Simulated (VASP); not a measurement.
# BaS: electric field gradients with PBEsol

The system is BaS.

```xyz
2
Lattice="0.0000 3.2149 3.2149 3.2149 0.0000 3.2149 3.2149 3.2149 0.0000" Properties=species:S:1:pos:R:3 pbc="T T T"
Ba    0.0000    0.0000    0.0000
S     3.2149    3.2149    3.2149
```

```yaml
Program: VASP 6.6.1
Task: electric field gradients
Functional: PBEsol
Potentials_or_basis: VASP PAW PBE potentials, release 64 (Ba_sv, S)
Cutoff: 520 eV
k_mesh: 8 × 8 × 8
Occupations: fermi-dirac, width 0.02 eV
Spin: no spin polarisation
Dipole_correction: no
Further_INCAR_settings: ALGO = Normal; EDIFF = 1e-08; NBANDS = 15
```

The pressure is -1.4 GPa and the band gap on the k mesh is 2.02 eV (least direct gap 2.17 eV). The largest electric field gradient by atom is zero within the noise of the run.

Levels at points of the mesh, in eV from the valence-band top:
| k point | band 5 | band 6 | band 7 | band 8 | band 9 | band 10 | band 11 | band 12 |
| --- | --- | --- | --- | --- | --- | --- | --- | --- |
| (0.00, 0.00, 0.00) | -10.32 | 0.00 | 0.00 | 0.00 | 3.32 | 3.78 | 3.78 | 3.78 |
| (0.50, 0.00, 0.00) | -9.14 | -1.95 | -1.07 | -1.07 | 5.40 | 5.46 | 6.19 | 6.19 |
| (0.50, 0.50, 0.00) | -10.22 | -0.56 | -0.15 | -0.15 | 2.02 | 5.81 | 5.85 | 7.38 |

Wall time 51 s on 1 thread of Intel Xeon 8259CL (shared host), peak memory 0.21 GiB.

Caveat: the PAW data sets were made with another functional, which shifts forces and pressure a little; spin-orbit coupling is left out, which moves the levels of the heavy elements. A k mesh can miss the band edges.
